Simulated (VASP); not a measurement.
# GaSb (I-4m2) in VASP: notebook

The runs below take GaSb through single point, with LDA.

All numbers are computed with VASP 6.6.1; they aren't measurements. Logs are shortened: lines on timing, memory, paths and dates and some standing lists are left out, and cuts for length are marked.

## 1. The cell of the first run

Symmetry: I-4m2, No. 119, tetragonal system. Conventional cell: a = 5.381 Å, b = 5.381 Å, c = 2.975 Å, α = 90.00°, β = 90.00°, γ = 90.00°. Within 3.7 Å of Ga (site symmetry -4m2) lie 8 Sb at 2.79 to 3.50 Å and 2 Ga at 2.97 Å. Within 3.7 Å of Sb (site symmetry -4m2) lie 8 Ga at 2.79 to 3.50 Å and 2 Sb at 2.97 Å.

## 2. Single point, LDA

Input file INCAR:

```
SYSTEM = GaSb
PREC = Accurate
ENCUT = 520
EDIFF = 1E-7
ISMEAR = 0
SIGMA = 0.15
LREAL = .FALSE.
LASPH = .TRUE.
NELM = 80
ALGO = Normal
ISIF = 2
LWAVE = .FALSE.
LCHARG = .FALSE.
GGA = CA
NBANDS = 16
```

Input file KPOINTS:

```
regular mesh
0
G
  16 16 16
  0 0 0
```

Input file POSCAR:

```
GaSb
1.0
   -2.6903114696      2.6903114696      1.4873500000
    2.6903114696     -2.6903114696      1.4873500000
    2.6903114696      2.6903114696     -1.4873500000
Ga Sb
1 1
Direct
    0.2500000000      0.7500000000      0.5000000000
    0.0000000000      0.0000000000      0.0000000000
```

Potentials or basis: VASP PAW LDA potentials, release 64 (Ga_d, Sb).

Launch:

```console
$ cat potpaw_LDA.64/Ga_d/POTCAR potpaw_LDA.64/Sb/POTCAR > POTCAR
$ mpirun -np 1 vasp_std > vasp.out
```

OUTCAR:

```text
SYSTEM = GaSb
   PREC = Accurate
   ENCUT = 520
   EDIFF = 1E-7
   ISMEAR = 0
   LREAL = .FALSE.
   LASPH = .TRUE.
   NELM = 80
   ISIF = 2
   GGA = CA

 ion  position               nearest neighbor table
   1  0.250  0.750  0.500-   2 2.79   2 2.79   2 2.79   2 2.79
   2  0.000  0.000  0.000-   1 2.79   1 2.79   1 2.79   1 2.79

  LATTYP: Found a body centered tetragonal cell.
 ALAT       =     5.3806229392
 C/A-ratio  =     0.5528542018

  Lattice vectors:

 A1 = (  -2.6903114696,   2.6903114696,   1.4873500000)
 A2 = (   2.6903114696,  -2.6903114696,   1.4873500000)
 A3 = (   2.6903114696,   2.6903114696,  -1.4873500000)

Analysis of symmetry for initial positions (statically):
=====================================================================
 Subroutine PRICEL returns:
 Original cell was already a primitive cell.

 Routine SETGRP: Setting up the symmetry group for a
 body centered tetragonal supercell.

 Subroutine GETGRP returns: Found  8 space group operations
 (whereof  8 operations were pure point group operations)
 out of a pool of 16 trial point group operations.

The static configuration has the point symmetry D_2d.

Analysis of symmetry for dynamics (positions and initial velocities):
=====================================================================
 Subroutine PRICEL returns:
 Original cell was already a primitive cell.

 Routine SETGRP: Setting up the symmetry group for a
 body centered tetragonal supercell.

 Subroutine GETGRP returns: Found  8 space group operations
 (whereof  8 operations were pure point group operations)
 out of a pool of 16 trial point group operations.

The dynamic configuration has the point symmetry D_2d.

 Subroutine INISYM returns: Found  8 space group operations
 (whereof  8 operations are pure point group operations),
 and found     1 'primitive' translations

----------------------------------------------------------------------------------------

                                     Primitive cell

  volume of cell :      43.0604

  direct lattice vectors                    reciprocal lattice vectors
    -2.690311470  2.690311470  1.487350000     0.000000000  0.185852087  0.336168353
     2.690311470 -2.690311470  1.487350000     0.185852087  0.000000000  0.336168353
     2.690311470  2.690311470 -1.487350000     0.185852087  0.185852087  0.000000000

  length of vectors
     4.085065682  4.085065682  4.085065682     0.384122584  0.384122584  0.262834541

  position of ions in fractional coordinates (direct lattice)
     0.250000000  0.750000000  0.500000000
     0.000000000  0.000000000  0.000000000

  ion indices of the primitive-cell ions
   primitive index   ion index
                 1           1
                 2           2

----------------------------------------------------------------------------------------

 KPOINTS: regular mesh

Automatic generation of k-mesh.
 Grid dimensions read from file:
 generate k-points for:   16   16   16

 Generating k-lattice:

  Cartesian coordinates                     Fractional coordinates (reciprocal lattice)
     0.000000000  0.011615755  0.021010522     0.062500000  0.000000000  0.000000000
     0.011615755  0.000000000  0.021010522     0.000000000  0.062500000  0.000000000
     0.011615755  0.011615755  0.000000000     0.000000000  0.000000000  0.062500000

  Length of vectors
     0.024007662  0.024007662  0.016427159

  Shift w.r.t. Gamma in fractional coordinates (k-lattice)
     0.000000000  0.000000000  0.000000000

 Subroutine IBZKPT returns following result:
 ===========================================

 Found    349 irreducible k-points:

 Following reciprocal coordinates:
            Coordinates               Weight
  0.000000  0.000000  0.000000      1.000000
  0.062500  0.000000  0.000000      8.000000
  0.125000  0.000000  0.000000      8.000000
  0.187500 -0.000000  0.000000      8.000000
  0.250000  0.000000  0.000000      8.000000
  0.312500  0.000000  0.000000      8.000000
[... 16 lines left out ...]
 -0.125000  0.062500  0.000000     16.000000
 -0.062500  0.062500  0.000000      4.000000
 [... further k-points ...]
   k-points           NKPTS =    349   k-points in BZ     NKDIM =    349   number of bands    NBANDS=     16
   number of dos      NEDOS =    301   number of ions     NIONS =      2
   total plane-waves  NPLWV =  27000
   dimension x,y,z NGX =    30 NGY =   30 NGZ =   30
   dimension x,y,z NGXF=    60 NGYF=   60 NGZF=   60
   ions per type =               1   1
   NGX,Y,Z   is equivalent  to a cutoff of  12.21, 12.21, 12.21 a.u.
   NGXF,Y,Z  is equivalent  to a cutoff of  24.42, 24.42, 24.42 a.u.
 SYSTEM =  GaSb
   PREC   = accura    normal or accurate (medium, high low for compatibility)
   ISTART =      0    job   : 0-new  1-cont  2-samecut
   ICHARG =      2    charge: 1-file 2-atom 10-const
   ISPIN  =      1    spin polarized calculation?
   LNONCOLLINEAR =      F non collinear calculations
   LSORBIT =      F    spin-orbit coupling
   LASPH  =      T    aspherical Exc in radial PAW
   ENCUT  =  520.0 eV  38.22 Ry    6.18 a.u.   7.60  7.60  7.60*2*pi/ulx,y,z
   NELM   =     80;   NELMIN=  2; NELMDL= -5     # of ELM steps
   EDIFF  = 0.1E-06   stopping-criterion for ELM
   LREAL  =      F    real-space projection
   EDIFFG = 0.1E-05   stopping-criterion for IOM
   NSW    =      0    number of steps for IOM
   IBRION =     -1    ionic relax: 0-MD 1-quasi-New 2-CG
   NFREE  =      0    steps in history (QN), initial steepest desc. (CG)
   ISIF   =      2    stress and relaxation
   ISYM   =      2    0-nonsym 1-usesym 2-fastsym
   POTIM  = 0.5000    time-step for ionic-motion
   TEBEG  =    0.0;   TEEND  =   0.0 temperature during run
   PSTRESS=    0.0 pullay stress
   NELECT =      18.0000    total number of electrons
   NUPDOWN=      -1.0000    fix difference up-down
   EMIN   =  10.00;   EMAX   =-10.00  energy-range for DOS
   EFERMI =   0.00;   METHOD = LEGACY
   ISMEAR =     0;   SIGMA  =   0.15  broadening in eV -4-tet -1-fermi 0-gaus
   EFERMI_NEDOS =   21; number of points for ismear=-14 and -15
   IALGO  =     38    algorithm
   IMIX   =      4    mixing-type and parameters
     AMIX     =   0.40;   BMIX     =  1.00
     AMIX_MAG =   1.60;   BMIX_MAG =  1.00
  volume/ion in A,a.u.               =      21.53       145.29
  Fermi-wavevector in a.u.,A,eV,Ry     =   1.224070  2.313157 20.386252  1.498347
  Thomas-Fermi vector in A             =   2.359158
   LORBIT       =      0    0 simple, 1 ext, 2 COOP (PROOUT), +10 PAW based schemes
   GGA     = CA    functional components
   LHFCALC =     F    Hartree Fock is set to
   AEXX    =    0.0000 exact exchange contribution
   IVDW    =     0    specifies the selected vdW correction
   LEPSILON=     F    determine dielectric tensor
   LRPA    =     F    only Hartree local field effects (RPA)
 non-spin polarized calculation
 Gauss-broadening in eV      SIGMA  =   0.15
  energy-cutoff  :      520.00
  volume of cell :       43.06
 maximum number of plane-waves:      1185
   NGX = 15   NGY = 15   NGZ = 15

 number of electron      18.0000010 magnetization

 Free energy of the ion-electron system (eV)
  ---------------------------------------------------
  ext. energy  EPLUGINS =         0.00000000
  ---------------------------------------------------
  free energy    TOTEN  =        -8.36285094 eV

  energy without entropy =       -8.35450011  energy(sigma->0) =       -8.35867552

 E-fermi :   7.7516     XC(G=0): -10.9839

 val. band max:        7.7482937017   @ k =  -0.1250  -0.2500   0.0625
 cond. band min:       7.7886003788   @ k =   0.3125   0.0625   0.0625
 fundamental gap:      0.0403066772
 Fermi energy:         7.7515692188

 k-point     1 :       0.0000    0.0000    0.0000
  band No.  band energies     occupation
      1      -7.4456      2.00000
      2      -7.3294      2.00000
      3      -7.3244      2.00000
      4      -7.2616      2.00000
      5      -7.2616      2.00000
      6      -5.1311      2.00000
[... 8 lines left out ...]
     15      18.1894      0.00000
     16      18.3896      0.00000

 k-point     2 :       0.0625    0.0000    0.0000
  band No.  band energies     occupation
      1      -7.4373      2.00000
      2      -7.3299      2.00000
      3      -7.3232      2.00000
      4      -7.2653      2.00000
      5      -7.2653      2.00000
      6      -5.0443      2.00000
[... 8 lines left out ...]
     15      18.1526      0.00000
     16      18.5517      0.00000

 k-point     3 :       0.1250    0.0000    0.0000
  band No.  band energies     occupation
      1      -7.4138      2.00000
      2      -7.3316      2.00000
      3      -7.3198      2.00000
      4      -7.2761      2.00000
      5      -7.2759      2.00000
      6      -4.7841      2.00000
[... 8 lines left out ...]
     15      17.1826      0.00000
     16      17.5314      0.00000

 k-point     4 :       0.1875   -0.0000    0.0000
  band No.  band energies     occupation
      1      -7.3789      2.00000
      2      -7.3342      2.00000
      3      -7.3155      2.00000
      4      -7.2918      2.00000
      5      -7.2907      2.00000
      6      -4.3512      2.00000
[... 8 lines left out ...]
     15      16.2957      0.00000
     16      17.3107      0.00000
[... 324 lines left out ...]
 k-point    22 :      -0.1875    0.0625    0.0000
  band No.  band energies     occupation
      1      -7.4121      2.00000
      2      -7.3349      2.00000
      3      -7.3183      2.00000
      4      -7.2763      2.00000
      5      -7.2748      2.00000
      6      -4.6743      2.00000
[... 8 lines left out ...]
     15      17.3250      0.00000
     16      17.6570      0.00000

 k-point    23 :      -0.1250    0.0625    0.0000
  band No.  band energies     occupation
      1      -7.4361      2.00000
      2      -7.3322      2.00000
      3      -7.3220      2.00000
      4      -7.2655      2.00000
      5      -7.2646      2.00000
      6      -4.9711      2.00000
[... 8 lines left out ...]
     15      18.2036      0.00000
     16      18.4877      0.00000

 k-point    24 :      -0.0625    0.0625    0.0000
  band No.  band energies     occupation
      1      -7.4449      2.00000
      2      -7.3305      2.00000
      3      -7.3238      2.00000
      4      -7.2617      2.00000
      5      -7.2612      2.00000
      6      -5.0944      2.00000
[... 8 lines left out ...]
     15      18.1389      0.00000
     16      18.5695      0.00000

 [... further k-points ...]
[... 5 lines left out ...]
  --------------------------------------------------------------------------------------
  -------------------------------------------------------------------------------------
  Total        0.4751199      0.4751199      1.1408563      0.0000000     -0.0000000      0.0000000
  in kB       17.6780953     17.6780953     42.4485865      0.0000000     -0.0000000      0.0000000
  external PRESSURE =      25.9349257 kB  Pullay stress =       0.0000000 kB

 VOLUME and BASIS-vectors are now :
 -----------------------------------------------------------------------------
  energy-cutoff  :      520.00
  volume of cell :       43.06
      direct lattice vectors                 reciprocal lattice vectors
    -2.690311470  2.690311470  1.487350000     0.000000000  0.185852087  0.336168353
     2.690311470 -2.690311470  1.487350000     0.185852087  0.000000000  0.336168353
     2.690311470  2.690311470 -1.487350000     0.185852087  0.185852087  0.000000000

 POSITION                                       TOTAL-FORCE (eV/Angst)
 -----------------------------------------------------------------------------------
      2.69031      0.00000      0.74367         0.000000     -0.000000      0.000000
      0.00000      0.00000      0.00000        -0.000000      0.000000     -0.000000
 -----------------------------------------------------------------------------------
    total drift:                               -0.000000      0.000000      0.000000

  FREE ENERGIE OF THE ION-ELECTRON SYSTEM (eV)
  ---------------------------------------------------
  free  energy   TOTEN  =        -8.3628509394 eV

  energy  without entropy=       -8.3545001106  energy(sigma->0) =       -8.35867552
```

It took 89 s on 1 thread of AMD EPYC 9R45 (Zen 5), shared host; peak memory 0.33 GiB.

Results:

```yaml
Free_energy: -8.3629 eV
Pressure: 2.6 GPa
Band_gap_on_the_k_mesh: zero (bands 9 and 10 overlap by 4.99 eV)
```

Stress tensor (GPa, compression positive):
```
1.77 0.00 0.00
0.00 1.77 0.00
0.00 0.00 4.24
```

Levels at points of the mesh, in eV from the Fermi level:
```tsv
k point	band 6	band 7	band 8	band 9	band 10	band 11	band 12	band 13
(0.00, 0.00, 0.00)	-12.88	-3.16	-2.36	-2.36	3.10	6.36	7.36	7.36
(0.50, 0.00, 0.00)	-8.30	-6.10	-2.62	-1.54	-1.40	2.31	3.43	5.44
(0.50, 0.50, 0.00)	-11.27	-8.82	-0.25	1.60	2.01	2.15	5.63	7.52
(0.50, 0.50, 0.50)	-9.92	-6.48	-5.69	-5.69	4.57	5.95	10.94	10.94
```

Caveat: spin-orbit coupling is left out, which moves the levels of the heavy elements.

## 3. Single point, LDA

Input file INCAR:

```
PREC = Accurate
ENCUT = 520
EDIFF = 1E-7
ISMEAR = 0
SIGMA = 0.15
LREAL = F
LASPH = T
NELM = 80
ALGO = Normal
ISIF = 2
LWAVE = F
LCHARG = F
GGA = CA
NBANDS = 16
```

Input file KPOINTS:

```
Automatic mesh
0
Gamma
  16 16 16
```

Input file POSCAR:

```
GaSb
1.0
   -2.6006500000      2.6006500000      1.5899500000
    2.6006500000     -2.6006500000      1.5899500000
    2.6006500000      2.6006500000     -1.5899500000
Ga Sb
1 1
Direct
    0.2500000000      0.7500000000      0.5000000000
    0.0000000000      0.0000000000      0.0000000000
```

Potentials or basis: VASP PAW LDA potentials, release 64 (Ga_d, Sb).

Launch:

```console
$ cat potpaw_LDA.64/Ga_d/POTCAR potpaw_LDA.64/Sb/POTCAR > POTCAR
$ mpirun -np 1 vasp_std > vasp.out
```

Wall time 96 s (1 thread of AMD EPYC 9R45 (Zen 5), shared host); peak memory 0.32 GiB.

It converged, with:

* Free energy: -8.3364 eV
* Pressure: 3.5 GPa
* Band gap on the k mesh: zero (bands 9 and 10 overlap by 5.68 eV)

Stress tensor (GPa, compression positive):
```
5.18 0.00 0.00
0.00 5.18 0.00
0.00 0.00 0.03
```

Levels at points of the mesh, in eV from the Fermi level:
```csv
k point,band 5,band 6,band 7,band 8,band 9,band 10,band 11,band 12,band 13,band 14
"(0.00, 0.00, 0.00)",-15.11,-12.87,-2.07,-1.93,-1.93,3.50,4.82,7.16,7.80,7.80
"(0.50, 0.00, 0.00)",-15.08,-8.94,-6.38,-2.41,-1.98,-1.25,2.19,3.66,5.74,8.80
"(0.50, 0.50, 0.00)",-15.09,-10.99,-8.76,0.28,1.80,2.94,3.00,4.35,5.97,7.92
"(0.50, 0.50, 0.50)",-15.09,-9.36,-6.12,-5.61,-5.61,2.70,4.06,11.89,11.89,12.98
```

Caveat: the stress differs along the axes, from 0 to 5 GPa; spin-orbit coupling is left out, which moves the levels of the heavy elements.

The gap in the log of VASP goes by the Fermi energy; the results here count the filled bands.